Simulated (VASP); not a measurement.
# Pb (P6_3/mmc) in VASP: settings compared, part 2 of 2

VASP 6.6.1. The steps go on from the part before.

### Step 4. Single point, PBEsol

This run uses another cell than the first one, of 29.68 Å³/atom, 0.960 times its volume.

Contents of INCAR:

```
PREC     = Accurate       # precision mode
ENCUT    = 520            # plane-wave cutoff, eV
EDIFF    = 1E-7           # SCF threshold, eV
ISMEAR   = -1             # smearing method
SIGMA    = 0.05           # smearing width, eV
LREAL    = F              # projectors in reciprocal space
LASPH    = T              # aspherical terms in the spheres
NELM     = 80             # most SCF steps
ALGO     = Normal         # electronic algorithm
ISIF     = 2              # what is computed and relaxed
LWAVE    = F              # write WAVECAR
LCHARG   = T              # write CHGCAR
GGA      = PS             # functional
LELF     = T              # ELF
LVHAR    = T            
NBANDS   = 36             # bands
```

Contents of KPOINTS:

```
regular mesh
0
Gamma
  7 7 2
```

Contents of POSCAR:

```
Pb
1.0
    3.5243661423      0.0000000000      0.0000000000
   -1.7621830712      3.0521906115      0.0000000000
    0.0000000000      0.0000000000     11.0354321376
Pb
4
Direct
    0.6666666667      0.3333333333      0.7500000000
    0.0000000000      0.0000000000      0.5000000000
    0.3333333333      0.6666666667      0.2500000000
    0.0000000000      0.0000000000      0.0000000000
```

Potentials or basis: VASP PAW PBE potentials, release 64 (Pb_d).

Command:

```bash
$ cat potpaw_PBE.64/Pb_d/POTCAR > POTCAR
$ mpirun -np 1 vasp_std > vasp.out
```

OUTCAR:

```text
PREC = Accurate
   ENCUT = 520
   EDIFF = 1E-7
   ISMEAR = -1
   LREAL = F
   LASPH = T
   NELM = 80
   ISIF = 2
   GGA = PS

 ion  position               nearest neighbor table
   1  0.667  0.333  0.750-   2 3.43   4 3.43   2 3.43   4 3.43   2 3.43   4 3.43
   2  0.000  0.000  0.500-   1 3.43   3 3.43   1 3.43   3 3.43   1 3.43   3 3.43
   3  0.333  0.667  0.250-   2 3.43   4 3.43   2 3.43   4 3.43   2 3.43   4 3.43
   4  0.000  0.000  0.000-   1 3.43   3 3.43   1 3.43   3 3.43   1 3.43   3 3.43

  LATTYP: Found a hexagonal cell.
[... 815 lines left out ...]
  --------------------------------------------------------------------------------------
  -------------------------------------------------------------------------------------
  Total        0.0409868      0.0409868      1.0715284     -0.0000000      0.0000000      0.0000000
  in kB        0.5531878      0.5531878     14.4621300     -0.0000000      0.0000000      0.0000000
  external PRESSURE =       5.1895019 kB  Pullay stress =       0.0000000 kB

 VOLUME and BASIS-vectors are now :
 -----------------------------------------------------------------------------
  energy-cutoff  :      520.00
  volume of cell :      118.71
      direct lattice vectors                 reciprocal lattice vectors
     3.524366142  0.000000000  0.000000000     0.283738965  0.163816768  0.000000000
    -1.762183071  3.052190611  0.000000000     0.000000000  0.327633535  0.000000000
     0.000000000  0.000000000 11.035432138     0.000000000  0.000000000  0.090617204

 POSITION                                       TOTAL-FORCE (eV/Angst)
 -----------------------------------------------------------------------------------
      1.76218      1.01740      8.27657         0.000000     -0.000000     -0.000000
      0.00000      0.00000      5.51772         0.000000      0.000000      0.000000
     -0.00000      2.03479      2.75886        -0.000000      0.000000      0.000000
      0.00000      0.00000      0.00000         0.000000      0.000000      0.000000
 -----------------------------------------------------------------------------------
    total drift:                                0.000000     -0.000000      0.000000

  FREE ENERGIE OF THE ION-ELECTRON SYSTEM (eV)
  ---------------------------------------------------
  free  energy   TOTEN  =       -15.9732451457 eV

  energy  without entropy=      -15.9507989639  energy(sigma->0) =      -15.96202205
```

OSZICAR:

```text
N       E                     dE             d eps       ncg     rms          rms(c)
DAV:   1     0.687064500484E+03    0.68706E+03   -0.27163E+04  1152   0.191E+03
DAV:   2     0.515387266910E+02   -0.63553E+03   -0.62486E+03  1160   0.508E+02
DAV:   3    -0.131293694638E+02   -0.64668E+02   -0.63635E+02  1384   0.205E+02
DAV:   4    -0.159255920620E+02   -0.27962E+01   -0.27861E+01  1376   0.469E+01
DAV:   5    -0.160425930569E+02   -0.11700E+00   -0.11698E+00  1536   0.837E+00    0.119E+00
DAV:   6    -0.159885780824E+02    0.54015E-01   -0.12253E-01  1672   0.365E+00    0.563E-01
DAV:   7    -0.159741224680E+02    0.14456E-01   -0.50385E-02  1504   0.237E+00    0.184E-01
DAV:   8    -0.159733154796E+02    0.80699E-03   -0.39416E-03  1400   0.785E-01    0.450E-02
DAV:   9    -0.159732442884E+02    0.71191E-04   -0.44898E-04  1484   0.217E-01    0.103E-02
DAV:  10    -0.159732453163E+02   -0.10279E-05   -0.23128E-05  1560   0.375E-02    0.279E-03
DAV:  11    -0.159732453941E+02   -0.77774E-07   -0.14130E-06  1504   0.131E-02    0.140E-03
DAV:  12    -0.159732452273E+02    0.16680E-06   -0.16581E-07   668   0.727E-03    0.289E-04
DAV:  13    -0.159732450946E+02    0.13274E-06   -0.51799E-08   656   0.388E-03    0.171E-04
DAV:  14    -0.159732451457E+02   -0.51191E-07   -0.11211E-08   632   0.205E-03
   1 F= -.15973245E+02 E0= -.15962022E+02  d E =-.224462E-01
```

It took 50 s on 1 thread of Intel Xeon Platinum 8375C at 2.90GHz (Ice Lake), shared host; peak memory 0.25 GiB.

What came out:

* Free energy: -15.9732 eV
* Pressure: 0.5 GPa
* Band gap on the k mesh: zero (band 28 reaches 12.75 eV, above the bottom of band 29 at 5.96 eV)

Caveat: the PAW data sets were made with another functional, which shifts forces and pressure a little; spin-orbit coupling is left out, which moves the levels of the heavy elements.

### Step 5. Single point, PBEsol

This run uses another cell than the first one, of 30.30 Å³/atom, 0.980 times its volume.

Contents of INCAR:

```
  ALGO = Normal
  EDIFF = 1E-6
  ENCUT = 520
  GGA = PS
  ISIF = 2
  ISMEAR = -1
  LASPH = T
  LCHARG = F
  LREAL = F
  LWAVE = F
  NBANDS = 36
  NELM = 100
  PREC = Accurate
  SIGMA = 0.05
```

Contents of KPOINTS:

```
k-points
0
Gamma
  7 7 2
```

Changes to POSCAR since step 4:

```diff
@@ -4,3 +4,3 @@
    -1.7621830712      3.0521906115      0.0000000000
-    0.0000000000      0.0000000000     11.0354321376
+    0.0000000000      0.0000000000     11.2653369738
 Pb
```

Command:

```bash
$ cat potpaw_PBE.64/Pb_d/POTCAR > POTCAR
$ mpirun -np 1 vasp_std > vasp.out
```

It took 40 s on 1 thread of Intel Xeon Platinum 8375C at 2.90GHz (Ice Lake), shared host; peak memory 0.25 GiB.

The run converged. Its results:

| Quantity | Value |
| --- | --- |
| Free energy | -15.9812 eV |
| Pressure | -0.5 GPa |
| Band gap on the k mesh | zero (band 28 reaches 12.44 eV, above the bottom of band 29 at 5.82 eV) |

Levels at points of the mesh, in eV from the Fermi level:
```csv
k point,band 26,band 27,band 28,band 29,band 30,band 31
"(0.00, 0.00, 0.00)",0.78,0.80,5.13,5.13,5.98,5.98
"(0.00, 0.00, 0.50)",-2.60,4.76,4.76,5.37,5.37,5.37
```

Caveat: the PAW data sets were made with another functional, which shifts forces and pressure a little; spin-orbit coupling is left out, which moves the levels of the heavy elements.

### Step 6. Overview

| level | cell | k mesh | gap on the mesh (eV) | pressure (GPa) |
| --- | --- | --- | --- | --- |
| PBE | a = 3.524, b = 3.524, c = 11.495 Å, angles 90.0, 90.0, 120.0°, 4 atoms | 9 × 9 × 3 | none | 1.2 |
| PBE | a = 3.548, b = 3.548, c = 11.571 Å, angles 90.0, 90.0, 120.0°, 4 atoms | 9 × 9 × 3 | none | 0.3 |
| PBEsol | a = 3.524, b = 3.524, c = 11.035 Å, angles 90.0, 90.0, 120.0°, 4 atoms | 7 × 7 × 2 | none | 0.5 |
| PBEsol | a = 3.524, b = 3.524, c = 11.265 Å, angles 90.0, 90.0, 120.0°, 4 atoms | 7 × 7 × 2 | none | -0.5 |

Alike in all rows: task single point; potentials or basis VASP PAW PBE potentials, release 64 (Pb_d); no spin polarisation; cutoff (eV) 520; smearing fermi-dirac 0.05 eV.

Caveats: spin-orbit coupling is left out, which moves the levels of the heavy elements; the PAW data sets were made with another functional, which shifts forces and pressure a little (some runs).

Total energies depend on the potentials used, so only differences within one code and one set of settings carry meaning.
